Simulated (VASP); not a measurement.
# ZrC2 (P-3m1) in VASP: notebook, part 2 of 2

VASP 6.6.1. The steps go on from the part before.

## Step 3: Relaxation of cell and atoms, PBE (atoms taken out)

Contents of INCAR:

```
  PREC = Accurate
  ENCUT = 600
  EDIFF = 1E-6
  ISMEAR = 0
  SIGMA = 0.1
  LREAL = False
  LASPH = True
  NELM = 100
  ALGO = Normal
  ISIF = 3
  LWAVE = False
  LCHARG = False
  GGA = PE
  IBRION = 2
  NSW = 90
  EDIFFG = -0.04
```

Contents of KPOINTS:

```
Automatic mesh
0
Gamma
  6 6 4
```

Contents of POSCAR:

```
ZrC2
1.0
    3.3755395700      0.0000000000      0.0000000000
   -1.6877697800      2.9233030200      0.0000000000
    0.0000000000      0.0000000000      5.2320863300
Zr C
1 2
Direct
    0.0000000000      0.0000000000      0.0000000000
    0.3333333300      0.6666666700      0.2500000000
    0.6666666700      0.3333333300      0.7500000000
```

Potentials or basis: VASP PAW PBE potentials, release 64 (Zr_sv, C).

Run with:

```sh
> cat potpaw_PBE.64/Zr_sv/POTCAR potpaw_PBE.64/C/POTCAR > POTCAR
> mpirun -np 1 vasp_std > vasp.out
```

OUTCAR:

```text
PREC = Accurate
   ENCUT = 600
   EDIFF = 1E-6
   ISMEAR = 0
   LREAL = False
   LASPH = True
   NELM = 100
   ISIF = 3
   GGA = PE
   IBRION = 2
   NSW = 90
   EDIFFG = -0.04

 ion  position               nearest neighbor table
   1  0.000  0.000  0.000-   2 2.35   3 2.35   2 2.35   3 2.35   3 2.35   2 2.35
   2  0.333  0.667  0.250-   1 2.35   1 2.35   1 2.35
   3  0.667  0.333  0.750-   1 2.35   1 2.35   1 2.35

  LATTYP: Found a hexagonal cell.
 ALAT       =     3.3755395700
 C/A-ratio  =     1.5499999990

  Lattice vectors:

 A1 = (   3.3755395700,   0.0000000000,   0.0000000000)
 A2 = (  -1.6877697800,   2.9233030200,   0.0000000000)
 A3 = (   0.0000000000,   0.0000000000,   5.2320863300)

Analysis of symmetry for initial positions (statically):
=====================================================================
 Subroutine PRICEL returns:
 Original cell was already a primitive cell.

 Routine SETGRP: Setting up the symmetry group for a
 hexagonal supercell.

 Subroutine GETGRP returns: Found 12 space group operations
 (whereof 12 operations were pure point group operations)
 out of a pool of 24 trial point group operations.

The static configuration has the point symmetry D_3d.

Analysis of symmetry for dynamics (positions and initial velocities):
=====================================================================
 Subroutine PRICEL returns:
 Original cell was already a primitive cell.

 Routine SETGRP: Setting up the symmetry group for a
 hexagonal supercell.

 Subroutine GETGRP returns: Found 12 space group operations
 (whereof 12 operations were pure point group operations)
 out of a pool of 24 trial point group operations.

The dynamic configuration has the point symmetry D_3d.

 Subroutine INISYM returns: Found 12 space group operations
 (whereof 12 operations are pure point group operations),
 and found     1 'primitive' translations

----------------------------------------------------------------------------------------

                                     Primitive cell

  volume of cell :      51.6288

  direct lattice vectors                    reciprocal lattice vectors
     3.375539570  0.000000000  0.000000000     0.296248934  0.171039401  0.000000000
    -1.687769780  2.923303020  0.000000000     0.000000000  0.342078804  0.000000000
     0.000000000  0.000000000  5.232086330     0.000000000  0.000000000  0.191128345

  length of vectors
     3.375539570  3.375539568  5.232086330     0.342078804  0.342078804  0.191128345

  position of ions in fractional coordinates (direct lattice)
     0.000000000  0.000000000  0.000000000
     0.333333330  0.666666670  0.250000000
     0.666666670  0.333333330  0.750000000

  ion indices of the primitive-cell ions
   primitive index   ion index
                 1           1
                 2           2
                 3           3

----------------------------------------------------------------------------------------

 KPOINTS: Automatic mesh

Automatic generation of k-mesh.
 Grid dimensions read from file:
 generate k-points for:    6    6    4

 Generating k-lattice:

  Cartesian coordinates                     Fractional coordinates (reciprocal lattice)
     0.049374822  0.028506567  0.000000000     0.166666667  0.000000000  0.000000000
     0.000000000  0.057013134  0.000000000     0.000000000  0.166666667  0.000000000
     0.000000000  0.000000000  0.047782086     0.000000000  0.000000000  0.250000000

  Length of vectors
     0.057013134  0.057013134  0.047782086

  Shift w.r.t. Gamma in fractional coordinates (k-lattice)
     0.000000000  0.000000000  0.000000000

 Subroutine IBZKPT returns following result:
 ===========================================

 Found     24 irreducible k-points:

 Following reciprocal coordinates:
            Coordinates               Weight
  0.000000  0.000000  0.000000      1.000000
  0.166667 -0.000000  0.000000      6.000000
  0.333333 -0.000000  0.000000      6.000000
  0.500000 -0.000000  0.000000      3.000000
  0.166667  0.166667  0.000000      6.000000
  0.333333  0.166667  0.000000     12.000000
[... 16 lines left out ...]
  0.333333  0.166667  0.500000     12.000000
  0.333333  0.333333  0.500000      2.000000
   k-points           NKPTS =     24   k-points in BZ     NKDIM =     24   number of bands    NBANDS=     14
   number of dos      NEDOS =    301   number of ions     NIONS =      3
   total plane-waves  NPLWV =  32928
   dimension x,y,z NGX =    28 NGY =   28 NGZ =   42
   dimension x,y,z NGXF=    56 NGYF=   56 NGZF=   84
   ions per type =               1   2
   NGX,Y,Z   is equivalent  to a cutoff of  13.79, 13.79, 13.35 a.u.
   NGXF,Y,Z  is equivalent  to a cutoff of  27.58, 27.58, 26.69 a.u.
 SYSTEM =  unknown system
   PREC   = accura    normal or accurate (medium, high low for compatibility)
   ISTART =      0    job   : 0-new  1-cont  2-samecut
   ICHARG =      2    charge: 1-file 2-atom 10-const
   ISPIN  =      1    spin polarized calculation?
   LNONCOLLINEAR =      F non collinear calculations
   LSORBIT =      F    spin-orbit coupling
   LASPH  =      T    aspherical Exc in radial PAW
   ENCUT  =  600.0 eV  44.10 Ry    6.64 a.u.   6.74  6.74 10.45*2*pi/ulx,y,z
   NELM   =    100;   NELMIN=  2; NELMDL= -5     # of ELM steps
   EDIFF  = 0.1E-05   stopping-criterion for ELM
   LREAL  =      F    real-space projection
   EDIFFG = -.4E-01   stopping-criterion for IOM
   NSW    =     90    number of steps for IOM
   IBRION =      2    ionic relax: 0-MD 1-quasi-New 2-CG
   NFREE  =      1    steps in history (QN), initial steepest desc. (CG)
   ISIF   =      3    stress and relaxation
   ISYM   =      2    0-nonsym 1-usesym 2-fastsym
   POTIM  = 0.5000    time-step for ionic-motion
   TEBEG  =    0.0;   TEEND  =   0.0 temperature during run
   PSTRESS=    0.0 pullay stress
   NELECT =      20.0000    total number of electrons
   NUPDOWN=      -1.0000    fix difference up-down
   EMIN   =  10.00;   EMAX   =-10.00  energy-range for DOS
   EFERMI =   0.00;   METHOD = LEGACY
   ISMEAR =     0;   SIGMA  =   0.10  broadening in eV -4-tet -1-fermi 0-gaus
   EFERMI_NEDOS =   21; number of points for ismear=-14 and -15
   IALGO  =     38    algorithm
   IMIX   =      4    mixing-type and parameters
     AMIX     =   0.40;   BMIX     =  1.00
     AMIX_MAG =   1.60;   BMIX_MAG =  1.00
  volume/ion in A,a.u.               =      17.21       116.14
  Fermi-wavevector in a.u.,A,eV,Ry     =   1.193404  2.255207 19.377598  1.424213
  Thomas-Fermi vector in A             =   2.329419
   LORBIT       =      0    0 simple, 1 ext, 2 COOP (PROOUT), +10 PAW based schemes
   GGA     = PE    functional components
   LHFCALC =     F    Hartree Fock is set to
   AEXX    =    0.0000 exact exchange contribution
   IVDW    =     0    specifies the selected vdW correction
   LEPSILON=     F    determine dielectric tensor
   LRPA    =     F    only Hartree local field effects (RPA)
 conjugate gradient relaxation of ions
 non-spin polarized calculation
 Gauss-broadening in eV      SIGMA  =   0.10
  energy-cutoff  :      600.00
  volume of cell :       51.63
 maximum number of plane-waves:      1744
 NGX is ok and might be reduce to    28
   NGX = 13   NGY = 13   NGZ = 21

--------------------------------------- Ionic step        1  -------------------------------------------

 number of electron      20.0000000 magnetization

 Free energy of the ion-electron system (eV)
  ---------------------------------------------------
  ext. energy  EPLUGINS =         0.00000000
  ---------------------------------------------------
  free energy    TOTEN  =       -20.84475574 eV

  energy without entropy =      -20.82310926  energy(sigma->0) =      -20.83393250

 E-fermi :   3.3803     XC(G=0):  -9.8184

 val. band max:        3.3641187099   @ k =   0.1667   0.1667   0.5000
 cond. band min:       3.4489744496   @ k =   0.0000   0.1667   0.2500
 fundamental gap:      0.0848557397
 Fermi energy:         3.3802764832
[... 916 lines left out ...]
      1     -40.5554      2.00000
      2     -18.8778      2.00000
      3     -18.8778      2.00000
      4     -18.8591      2.00000
      5      -1.6820      2.00000
      6      -1.6820      2.00000
      7       3.4989      2.00000
      8       3.4989      2.00000
      9       5.9762      2.00000
     10       6.7204      2.00000
     11       8.7211      0.00000
     12       8.7211      0.00000
     13      12.3094      0.00000
     14      12.8110      0.00000

[... ionic steps 4 to 41 ...]

--------------------------------------- Ionic step       42  -------------------------------------------

 number of electron      20.0000000 magnetization

------------------------ aborting loop because EDIFF is reached ----------------------------------------
[... 69 lines left out ...]
--------------------------------------- Ionic step       44  -------------------------------------------

 number of electron      20.0000000 magnetization

 Free energy of the ion-electron system (eV)
  ---------------------------------------------------
  ext. energy  EPLUGINS =         0.00000000
  ---------------------------------------------------
  free energy    TOTEN  =       -24.64620665 eV

  energy without entropy =      -24.64008468  energy(sigma->0) =      -24.64314567

 E-fermi :  12.8487     XC(G=0): -13.0643

 val. band max:       12.7759874266   @ k =   0.3333   0.3333   0.0000
 cond. band min:      12.8820142001   @ k =   0.0000   0.1667   0.2500
 fundamental gap:      0.1060267735
 Fermi energy:        12.8486535627
[... 436 lines left out ...]
  FREE ENERGIE OF THE ION-ELECTRON SYSTEM (eV)
  ---------------------------------------------------
  free  energy   TOTEN  =       -24.6462066466 eV

  energy  without entropy=      -24.6400846840  energy(sigma->0) =      -24.64314567

 reached required accuracy - stopping structural energy minimisation
```

OSZICAR:

```text
N       E                     dE             d eps       ncg     rms          rms(c)
DAV:   1     0.147285870904E+03    0.14729E+03   -0.11499E+04   672   0.152E+03
DAV:   2    -0.132624379205E+02   -0.16055E+03   -0.15789E+03   858   0.330E+02
DAV:   3    -0.220517311963E+02   -0.87893E+01   -0.86969E+01  1142   0.699E+01
[... 426 lines left out ...]
       N       E                     dE             d eps       ncg     rms          rms(c)
DAV:   1    -0.246462193638E+02   -0.14921E-03   -0.11796E-02   672   0.889E-01    0.497E-02
DAV:   2    -0.246462120827E+02    0.72812E-05   -0.15793E-04   914   0.103E-01    0.184E-02
DAV:   3    -0.246462065311E+02    0.55516E-05   -0.13322E-05   912   0.288E-02    0.487E-03
DAV:   4    -0.246462066466E+02   -0.11549E-06   -0.16114E-06   592   0.113E-02
  44 F= -.24646207E+02 E0= -.24643146E+02  d E =-.136649E-03
```

Run time: 4.5 min. Hardware: 1 thread of AMD EPYC 9R45 (Zen 5), shared host; peak memory 0.17 GiB.

Results:

- Free energy: -24.6462 eV
- Relaxed volume: 9.50 Å³/atom
- Relaxed cell: a = 3.101 Å, b = 3.101 Å, c = 3.422 Å, α = 90.00°, β = 90.00°, γ = 120.00°
- Space group after relaxing (to 0.1 Å): P6/mmm (No. 191)
- Energy gained by relaxing: 1267.2 meV/atom
- Ionic steps: 44
- Pressure after relaxing: -0.1 GPa
- Largest force after relaxing: 0.038 eV/Å
- Band gap on the k mesh: zero (bands 10 and 11 overlap by 4.19 eV)

Forces in eV/Å, atoms in the order of the input:
```
Zr   0.000  0.000  0.000
C    0.000  0.000 -0.038
C    0.000  0.000  0.038
```

Step by step:
| step | energy change (eV) | largest force (eV/Å) | pressure (GPa) | volume (Å³) |
| --- | --- | --- | --- | --- |
| 1 | 0.0000 | 1.6547 | -9.72 | 51.63 |
| 3 | -0.3246 | 0.1959 | 4.05 | 46.22 |
| 5 | -0.8754 | 0.1142 | -9.21 | 47.75 |
| 7 | -0.8707 | 0.0792 | -7.89 | 47.73 |
| 9 | -0.9793 | 0.6049 | -6.08 | 45.10 |
| 11 | -0.9856 | 0.7010 | -5.64 | 44.54 |
| 13 | -1.0750 | 1.2350 | 3.34 | 41.30 |
| 15 | -1.2720 | 1.3428 | 2.90 | 39.62 |
| 17 | -2.1242 | 2.0942 | 7.40 | 32.60 |
| 19 | -2.5455 | 3.1242 | 20.90 | 29.45 |
| 21 | -2.9458 | 1.7463 | 41.94 | 26.34 |
| 23 | -2.9997 | 1.1715 | 44.60 | 26.06 |
| 25 | -3.0050 | 0.8870 | 45.29 | 25.95 |
| 27 | -3.2241 | 0.6983 | 35.66 | 26.60 |
| 29 | -3.7000 | 0.1625 | 2.61 | 29.63 |
| 31 | -3.7126 | 0.1281 | -2.13 | 30.31 |
| 33 | -3.7243 | 0.0483 | -1.90 | 30.12 |
| 35 | -3.7704 | 0.0141 | 0.95 | 29.23 |
| 37 | -3.7978 | 0.0870 | 0.74 | 28.28 |
| 39 | -3.8009 | 0.0561 | 0.59 | 28.37 |
| 41 | -3.8013 | 0.0467 | -0.21 | 28.51 |
| 43 | -3.8013 | 0.0471 | -0.14 | 28.50 |
| 44 | -3.8015 | 0.0378 | -0.07 | 28.49 |

Final structure:
```
Zr C
1.0
     3.10074    0.00000    0.00000
    -1.55037    2.68532    0.00000
     0.00000    0.00000    3.42219
Zr C
1 2
Cartesian
  0.0000 0.0000 0.0000
  0.0000 1.7902 1.7191
  1.5504 0.8951 1.7031
```

Levels at points of the mesh, in eV from the Fermi level:
| k point | band 7 | band 8 | band 9 | band 10 | band 11 | band 12 | band 13 | band 14 |
| --- | --- | --- | --- | --- | --- | --- | --- | --- |
| (0.00, 0.00, 0.00) | -5.95 | -5.22 | -3.64 | -2.11 | 1.94 | 1.94 | 2.32 | 2.84 |
| (0.50, 0.00, 0.00) | -6.77 | -6.27 | -4.53 | -1.14 | 1.66 | 2.06 | 3.85 | 4.35 |
| (0.00, 0.00, 0.50) | -5.05 | -5.05 | -1.57 | -1.57 | -1.34 | -0.15 | -0.15 | 0.68 |
| (0.50, 0.00, 0.50) | -7.93 | -6.06 | -4.46 | -0.41 | 2.96 | 4.41 | 4.70 | 5.03 |

Caveat: the cell differs from its parent crystal (atoms taken out); the volume moved by over 15 % at a fixed basis, so the end points are rough.

The gap in the log of VASP goes by the Fermi energy; the results here count the filled bands.